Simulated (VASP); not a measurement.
# Li (P6_3/mmc) in VASP: single point with HSE06

Aim: the single point of Li with HSE06.

Program: VASP 6.6.1. These are calculated values, not measurements. Logs are shortened: lines on timing, memory, paths and dates and some standing lists are left out, and cuts for length are marked.

## 1. The cell of the first run

The structure is hexagonal, space group P6_3/mmc (No. 194). Conventional cell: a = 3.098 Å, b = 3.098 Å, c = 4.997 Å, α = 90.00°, β = 90.00°, γ = 120.00°. Li (site symmetry -6m2) has 12 Li at 3.07 to 3.10 Å within 4.0 Å.

This isn't the form of Li at room conditions, which is bcc.

## 2. Single point, HSE06

The input, POSCAR:

```
Li
1.0
    3.0976109034      0.0000000000      0.0000000000
   -1.5488054517      2.6826097333      0.0000000000
    0.0000000000      0.0000000000      4.9973159693
Li
2
Direct
    0.3333333333      0.6666666667      0.7500000000
    0.6666666667      0.3333333333      0.2500000000
```

The input, INCAR.step1:

```
PREC     = Accurate       # precision mode
ENCUT    = 520            # plane-wave cutoff, eV
EDIFF    = 1E-5           # SCF threshold, eV
ISMEAR   = 0              # smearing method
SIGMA    = 0.05           # smearing width, eV
LREAL    = False          # projectors in reciprocal space
LASPH    = True           # aspherical terms in the spheres
NELM     = 60             # most SCF steps
ALGO     = Normal         # electronic algorithm
ISIF     = 2              # what is computed and relaxed
LWAVE    = True           # write WAVECAR
LCHARG   = False          # write CHGCAR
GGA      = PE             # functional
NBANDS   = 10             # bands
```

The input, INCAR.step2:

```
PREC     = Accurate       # precision mode
ENCUT    = 520            # plane-wave cutoff, eV
EDIFF    = 1E-7           # SCF threshold, eV
ISMEAR   = 0              # smearing method
SIGMA    = 0.05           # smearing width, eV
LREAL    = False          # projectors in reciprocal space
LASPH    = True           # aspherical terms in the spheres
NELM     = 60             # most SCF steps
ALGO     = Normal         # electronic algorithm
ISIF     = 2              # what is computed and relaxed
LWAVE    = False          # write WAVECAR
LCHARG   = False          # write CHGCAR
GGA      = PE             # functional
LHFCALC  = True           # exact exchange
HFSCREEN = 0.2079         # screening, 1/A
PRECFOCK = Normal       
ISTART   = 1            
NBANDS   = 10             # bands
```

The input, KPOINTS:

```
Automatic mesh
0
Gamma
  8 8 4
```

Potentials or basis: VASP PAW PBE potentials, release 64 (Li_sv).

Launch:

```console
$ cat potpaw_PBE.64/Li_sv/POTCAR > POTCAR
$ cp INCAR.step1 INCAR
$ mpirun -np 1 vasp_std > vasp.out
$ cp INCAR.step2 INCAR
$ mpirun -np 1 vasp_std > vasp.out
```

OUTCAR:

```text
PREC = Accurate
   ENCUT = 520
   EDIFF = 1E-7
   ISMEAR = 0
   LREAL = False
   LASPH = True
   NELM = 60
   ISIF = 2
   GGA = PE
   LHFCALC = True
   HFSCREEN = 0.2079
   PRECFOCK = Normal
   ISTART = 1

 ion  position               nearest neighbor table
   1  0.333  0.667  0.750-
   2  0.667  0.333  0.250-

  LATTYP: Found a hexagonal cell.
 ALAT       =     3.0976109034
 C/A-ratio  =     1.6132807267

  Lattice vectors:

 A1 = (   3.0976109034,   0.0000000000,   0.0000000000)
 A2 = (  -1.5488054517,   2.6826097333,   0.0000000000)
 A3 = (   0.0000000000,   0.0000000000,   4.9973159693)

Analysis of symmetry for initial positions (statically):
=====================================================================
 Subroutine PRICEL returns:
 Original cell was already a primitive cell.

 Routine SETGRP: Setting up the symmetry group for a
 hexagonal supercell.

 Subroutine GETGRP returns: Found 24 space group operations
 (whereof 12 operations were pure point group operations)
 out of a pool of 24 trial point group operations.

The static configuration has the point symmetry D_3d.
 The point group associated with its full space group is D_6h.

Analysis of symmetry for dynamics (positions and initial velocities):
=====================================================================
 Subroutine PRICEL returns:
 Original cell was already a primitive cell.

 Routine SETGRP: Setting up the symmetry group for a
 hexagonal supercell.

 Subroutine GETGRP returns: Found 24 space group operations
 (whereof 12 operations were pure point group operations)
 out of a pool of 24 trial point group operations.

The dynamic configuration has the point symmetry D_3d.
 The point group associated with its full space group is D_6h.

 Subroutine INISYM returns: Found 24 space group operations
 (whereof 12 operations are pure point group operations),
 and found     1 'primitive' translations

----------------------------------------------------------------------------------------

                                     Primitive cell

  volume of cell :      41.5261

  direct lattice vectors                    reciprocal lattice vectors
     3.097610903  0.000000000  0.000000000     0.322829442  0.186385665  0.000000000
    -1.548805452  2.682609733  0.000000000     0.000000000  0.372771331  0.000000000
     0.000000000  0.000000000  4.997315969     0.000000000  0.000000000  0.200107419

  length of vectors
     3.097610903  3.097610903  4.997315969     0.372771331  0.372771331  0.200107419

  position of ions in fractional coordinates (direct lattice)
     0.333333333  0.666666667  0.750000000
     0.666666667  0.333333333  0.250000000

  ion indices of the primitive-cell ions
   primitive index   ion index
                 1           1
                 2           2

----------------------------------------------------------------------------------------

 KPOINTS: Automatic mesh

Automatic generation of k-mesh.
 Grid dimensions read from file:
 generate k-points for:    8    8    4

 Generating k-lattice:

  Cartesian coordinates                     Fractional coordinates (reciprocal lattice)
     0.040353680  0.023298208  0.000000000     0.125000000  0.000000000  0.000000000
     0.000000000  0.046596416  0.000000000     0.000000000  0.125000000  0.000000000
     0.000000000  0.000000000  0.050026855     0.000000000  0.000000000  0.250000000

  Length of vectors
     0.046596416  0.046596416  0.050026855

  Shift w.r.t. Gamma in fractional coordinates (k-lattice)
     0.000000000  0.000000000  0.000000000

 Subroutine IBZKPT returns following result:
 ===========================================

 Found     30 irreducible k-points:

 Following reciprocal coordinates:
            Coordinates               Weight
  0.000000  0.000000  0.000000      1.000000
  0.125000  0.000000  0.000000      6.000000
  0.250000  0.000000  0.000000      6.000000
  0.375000  0.000000  0.000000      6.000000
  0.500000  0.000000  0.000000      3.000000
  0.125000  0.125000  0.000000      6.000000
[... 16 lines left out ...]
  0.250000  0.000000  0.500000      6.000000
  0.375000  0.000000  0.500000      6.000000
 [... further k-points ...]
   k-points           NKPTS =     30   k-points in BZ     NKDIM =    256   number of bands    NBANDS=     10
   number of dos      NEDOS =    301   number of ions     NIONS =      2
   total plane-waves  NPLWV =  23040
   dimension x,y,z NGX =    24 NGY =   24 NGZ =   40
   dimension x,y,z NGXF=    48 NGYF=   48 NGZF=   80
   ions per type =               2
   NGX,Y,Z   is equivalent  to a cutoff of  12.88, 12.88, 13.31 a.u.
   NGXF,Y,Z  is equivalent  to a cutoff of  25.76, 25.76, 26.61 a.u.
 SYSTEM =  unknown system
   PREC   = accura    normal or accurate (medium, high low for compatibility)
   ISTART =      1    job   : 0-new  1-cont  2-samecut
   ICHARG =      0    charge: 1-file 2-atom 10-const
   ISPIN  =      1    spin polarized calculation?
   LNONCOLLINEAR =      F non collinear calculations
   LSORBIT =      F    spin-orbit coupling
   LASPH  =      T    aspherical Exc in radial PAW
   ENCUT  =  520.0 eV  38.22 Ry    6.18 a.u.   5.76  5.76  9.29*2*pi/ulx,y,z
   NELM   =     60;   NELMIN=  2; NELMDL=  0     # of ELM steps
   EDIFF  = 0.1E-06   stopping-criterion for ELM
   LREAL  =      F    real-space projection
   EDIFFG = 0.1E-05   stopping-criterion for IOM
   NSW    =      0    number of steps for IOM
   IBRION =     -1    ionic relax: 0-MD 1-quasi-New 2-CG
   NFREE  =      0    steps in history (QN), initial steepest desc. (CG)
   ISIF   =      2    stress and relaxation
   ISYM   =      3    0-nonsym 1-usesym 2-fastsym
   POTIM  = 0.5000    time-step for ionic-motion
   TEBEG  =    0.0;   TEEND  =   0.0 temperature during run
   PSTRESS=    0.0 pullay stress
   NELECT =       6.0000    total number of electrons
   NUPDOWN=      -1.0000    fix difference up-down
   EMIN   =  10.00;   EMAX   =-10.00  energy-range for DOS
   EFERMI =   0.00;   METHOD = LEGACY
   ISMEAR =     0;   SIGMA  =   0.05  broadening in eV -4-tet -1-fermi 0-gaus
   EFERMI_NEDOS =   21; number of points for ismear=-14 and -15
   IALGO  =     38    algorithm
   IMIX   =      1    mixing-type and parameters
     AMIX     =   0.40;   BMIX     =  1.00
     AMIX_MAG =   1.60;   BMIX_MAG =  1.00
  volume/ion in A,a.u.               =      20.76       140.12
  Fermi-wavevector in a.u.,A,eV,Ry     =   0.859050  1.623368 10.040638  0.737966
  Thomas-Fermi vector in A             =   1.976346
   LORBIT       =      0    0 simple, 1 ext, 2 COOP (PROOUT), +10 PAW based schemes
   GGA     = PE    functional components
   LHFCALC =     T    Hartree Fock is set to
   PRECFOCK=normal    Normal, Fast or Accurate (Low or Medium for compatibility)
   ENCUT4O =  -1.0   cutoff for four orbital integrals eV
   NKREDX  =     1    reduce k-point grid by
   NKREDY  =     1    reduce k-point grid by
   NKREDZ  =     1    reduce k-point grid by
   AEXX    =    0.2500 exact exchange contribution
   HFSCREEN=    0.2079 screening length (either q_TF or 0.3 A-1)
   HFSCREENC=   0.2079 screening length for correlation (either q_TF or 0.3 A-1)
   ENCUTFOCK=  -1.0 apply spherical cutoff to Coloumb kernel
   IVDW    =     0    specifies the selected vdW correction
   LEPSILON=     F    determine dielectric tensor
   LRPA    =     F    only Hartree local field effects (RPA)
 non-spin polarized calculation
 Gauss-broadening in eV      SIGMA  =   0.05
  energy-cutoff  :      520.00
  volume of cell :       41.53
 maximum number of plane-waves:      1134
 NGX is ok and might be reduce to    24
  NGX = 18; NGY = 18; NGZ = 30

 number of electron       5.9999994 magnetization

 Free energy of the ion-electron system (eV)
  ---------------------------------------------------
  ext. energy  EPLUGINS =         0.00000000
  ---------------------------------------------------
  free energy    TOTEN  =        -3.94620684 eV

  energy without entropy =       -3.94350622  energy(sigma->0) =       -3.94485653

 E-fermi :   0.4196     XC(G=0):  -5.9045

 val. band max:        0.4095617530   @ k =   0.3750   0.1250   0.2500
 cond. band min:       0.4628132973   @ k =   0.5000   0.0000   0.0000
 fundamental gap:      0.0532515443
 Fermi energy:         0.4195569159

 k-point     1 :       0.0000    0.0000    0.0000
  band No.  band energies     occupation
      1     -49.6736      2.00000
      2     -49.6554      2.00000
      3      -3.7517      2.00000
      4       0.7195      0.00000
      5       3.7829      0.00000
      6      13.4621      0.00000
      7      13.4622      0.00000
      8      14.8663      0.00000
      9      14.8664      0.00000
     10      15.8397      0.00000

 k-point     2 :       0.1250    0.0000    0.0000
  band No.  band energies     occupation
      1     -49.6714      2.00000
      2     -49.6546      2.00000
      3      -3.4497      2.00000
      4       1.0845      0.00000
      5       3.9010      0.00000
      6      11.2667      0.00000
      7      12.1341      0.00000
      8      14.8140      0.00000
      9      15.3336      0.00000
     10      15.4447      0.00000

 k-point     3 :       0.2500    0.0000    0.0000
  band No.  band energies     occupation
      1     -49.6656      2.00000
      2     -49.6527      2.00000
      3      -2.5398      2.00000
      4       2.1573      0.00000
      5       4.1081      0.00000
      6       8.2256      0.00000
      7      10.6723      0.00000
      8      12.6259      0.00000
      9      12.8430      0.00000
     10      14.7830      0.00000
[... 248 lines left out ...]
 k-point    23 :       0.2500    0.0000    0.5000
  band No.  band energies     occupation
      1     -49.6590      2.00000
      2     -49.6590      2.00000
      3      -1.1212      2.00000
      4      -1.1212      2.00000
      5       8.5300      0.00000
      6       8.5300      0.00000
      7      10.7247      0.00000
      8      10.7247      0.00000
      9      12.0555      0.00000
     10      12.0555      0.00000

 k-point    24 :       0.3750    0.0000    0.5000
  band No.  band energies     occupation
      1     -49.6553      2.00000
      2     -49.6553      2.00000
      3       0.2951      1.99957
      4       0.2951      1.99957
      5       5.8811      0.00000
      6       5.8811      0.00000
      7      11.1611      0.00000
      8      11.1611      0.00000
      9      11.4618      0.00000
     10      11.4618      0.00000

 [... further k-points ...]
[... 5 lines left out ...]
  --------------------------------------------------------------------------------------
  -------------------------------------------------------------------------------------
  Total        0.0056702      0.0056702     -0.0765604      0.0000000     -0.0000000      0.0000000
  in kB        0.2187713      0.2187713     -2.9538866      0.0000000     -0.0000000      0.0000000
  external PRESSURE =      -0.8387813 kB  Pullay stress =       0.0000000 kB

 VOLUME and BASIS-vectors are now :
 -----------------------------------------------------------------------------
  energy-cutoff  :      520.00
  volume of cell :       41.53
      direct lattice vectors                 reciprocal lattice vectors
     3.097610903  0.000000000  0.000000000     0.322829442  0.186385665  0.000000000
    -1.548805452  2.682609733  0.000000000     0.000000000  0.372771331  0.000000000
     0.000000000  0.000000000  4.997315969     0.000000000  0.000000000  0.200107419

 POSITION                                       TOTAL-FORCE (eV/Angst)
 -----------------------------------------------------------------------------------
     -0.00000      1.78841      3.74799        -0.000000      0.000000      0.000000
      1.54881      0.89420      1.24933         0.000000      0.000000     -0.000000
 -----------------------------------------------------------------------------------
    total drift:                               -0.000000      0.000000      0.000000

  FREE ENERGIE OF THE ION-ELECTRON SYSTEM (eV)
  ---------------------------------------------------
  free  energy   TOTEN  =        -3.9462068437 eV

  energy  without entropy=       -3.9435062226  energy(sigma->0) =       -3.94485653
```

It took 11 min on 1 thread of AMD EPYC 7R13 (Zen 3), shared host; peak memory 0.23 GiB.

Results:

| Quantity | Value |
| --- | --- |
| Free energy | -3.9462 eV |
| Band gap on the k mesh | zero (bands 3 and 4 overlap by 4.80 eV) |

Levels at points of the mesh, in eV from the Fermi level:
| k point | band 1 | band 2 | band 3 | band 4 | band 5 | band 6 |
| --- | --- | --- | --- | --- | --- | --- |
| (0.00, 0.00, 0.00) | -50.09 | -50.07 | -4.17 | 0.30 | 3.36 | 13.04 |
| (0.50, 0.00, 0.00) | -50.08 | -50.07 | 0.04 | 1.29 | 5.31 | 6.44 |
| (0.00, 0.00, 0.50) | -50.08 | -50.08 | -2.77 | -2.77 | 8.80 | 8.80 |
| (0.50, 0.00, 0.50) | -50.07 | -50.07 | 0.99 | 0.99 | 3.87 | 3.87 |

Caveat: the cutoff is under 1.25 times the usual one of these potentials, so pressure, stress and relaxed cells hold a basis-set (Pulay) error; the PAW data sets were made with another functional, which shifts forces and pressure a little.

The gap in the log of VASP goes by the Fermi energy; the results here count the filled bands.